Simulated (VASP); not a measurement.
Wanted: the native input for a VASP 6.6.1 run.

```
Task                   : single point
Functional             : PBEsol
Potentials or basis    : VASP PAW PBE potentials, release 64 (Sb)
Cutoff                 : 520 eV
k mesh                 : 16 × 16 × 16
Occupations            : gaussian, width 0.15 eV
Spin                   : no spin polarisation
Dipole correction      : no
Further INCAR settings : ALGO = Normal; EDIFF = 1e-06; NBANDS = 8
```

The structure of Sb lies in POSCAR:

```
Sb
1.0
    3.0336000000      0.0000000000      0.0000000000
    0.0000000000      3.0336000000      0.0000000000
    0.0000000000      0.0000000000      3.1600000000
Sb
1
Direct
    0.0000000000      0.0000000000      0.0000000000
```

This cell differs from its parent crystal: strain -0.040 along x and y, +0.000 along z.

The input as run:

INCAR

```
ALGO     = Normal         # electronic algorithm
EDIFF    = 1E-6           # SCF threshold, eV
ENCUT    = 520            # plane-wave cutoff, eV
GGA      = PS             # functional
ISIF     = 2              # what is computed and relaxed
ISMEAR   = 0              # smearing method
LASPH    = T              # aspherical terms in the spheres
LCHARG   = F              # write CHGCAR
LREAL    = F              # projectors in reciprocal space
LWAVE    = F              # write WAVECAR
NBANDS   = 8              # bands
NELM     = 80             # most SCF steps
PREC     = Accurate       # precision mode
SIGMA    = 0.15           # smearing width, eV
```

KPOINTS

```
k-points
0
Gamma
  16 16 16
```

Potentials or basis: VASP PAW PBE potentials, release 64 (Sb).

Command:

```sh
$ cat potpaw_PBE.64/Sb/POTCAR > POTCAR
$ mpirun -np 1 vasp_std > vasp.out
```

Results of the run:

```json
{
 "Pressure": "-0.5 GPa"
}
```

Caveat: the cell differs from its parent crystal (strain -0.040 along x and y, +0.000 along z); the PAW data sets were made with another functional, which shifts forces and pressure a little.

Run time: 14 s on 1 thread of Intel(R) Xeon(R) 6975P-C (Granite Rapids) (shared host), peak memory 0.21 GiB.
